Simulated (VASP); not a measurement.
AgBr:

```
CELL_PARAMETERS angstrom
0.00000 2.89901 2.89901
2.89901 0.00000 2.89901
2.89901 2.89901 0.00000
ATOMIC_POSITIONS crystal
Ag 0.00000 0.00000 0.00000
Br 0.50000 0.50000 0.50000
```

Base run:

* Program: VASP 6.6.1
* Functional: PBE
* Potentials or basis: VASP PAW PBE potentials, release 64 (Ag, Br)
* Cutoff: 500 eV
* k mesh: 5 × 5 × 5
* Occupations: fermi-dirac, width 0.1 eV
* Spin: no spin polarisation

Its results: band gap on the k mesh 0.81 eV, indirect (least direct gap 2.50 eV); pressure 0.9 GPa.

Q: The run is repeated on the same cell with these changes: occupations from fermi-dirac, width 0.1 eV to tetrahedron; dispersion from none to D4. What comes out?

A: Band gap on the k mesh 0.81 eV, indirect (least direct gap 2.50 eV); pressure -1.4 GPa.

A k mesh can miss the band edges.
